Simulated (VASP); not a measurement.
Wanted: the native input for a VASP 6.6.1 run.

```
Task                   : single point
Functional             : LDA
Potentials or basis    : VASP PAW LDA potentials, release 64 (Zr_sv, S)
Cutoff                 : 520 eV
k mesh                 : 16 × 16 × 16
Occupations            : gaussian, width 0.15 eV
Spin                   : collinear spin, ferromagnetic start
Starting moments       : [0.3, 0.0] μB
Fixed moment           : 0.3 μB
Dipole correction      : no
Further INCAR settings : ALGO = Normal; EDIFF = 1e-06; NBANDS = 20
```

The structure of ZrS lies in POSCAR:

```
ZrS
1.0
    0.0000000000      2.7127426924      2.7127426924
    2.7127426924      0.0000000000      2.7127426924
    2.7127426924      2.7127426924      0.0000000000
Zr S
1 1
Direct
    0.0000000000      0.0000000000      0.0000000000
    0.5000000000      0.5000000000      0.5000000000
```

These files were run (other wordings do the same):

INCAR

```
SYSTEM = ZrS
  PREC = Accurate
  ENCUT = 520
  EDIFF = 1E-6
  ISMEAR = 0
  SIGMA = 0.15
  LREAL = .False.
  LASPH = .True.
  NELM = 150
  ALGO = Normal
  ISIF = 2
  LWAVE = .False.
  LCHARG = .False.
  ISPIN = 2
  MAGMOM = 0.3 0
  LORBIT = 11
  NUPDOWN = 0.3
  LMAXMIX = 4
  GGA = CA
  NBANDS = 20
```

KPOINTS

```
regular mesh
0
Gamma
  16 16 16
  0 0 0
```

Potentials or basis: VASP PAW LDA potentials, release 64 (Zr_sv, S).

Run with:

```sh
$ cat potpaw_LDA.64/Zr_sv/POTCAR potpaw_LDA.64/S/POTCAR > POTCAR
$ mpirun -np 1 vasp_std > vasp.out
```

It gave:

```
Pressure                                              : -17.5 GPa
Net moment                                            : 0.30 μB per cell
Site moments                                          : Zr +0.18; S +0.01 μB
Valence electrons inside the program's atomic spheres : Zr 9.72; S 3.71
```

Caveat: the total moment is fixed, so each spin has its own Fermi level.

It took 2.1 min on 1 thread of AMD EPYC 9R45 96-Core Processor (Zen 5) (shared host), peak memory 0.26 GiB.
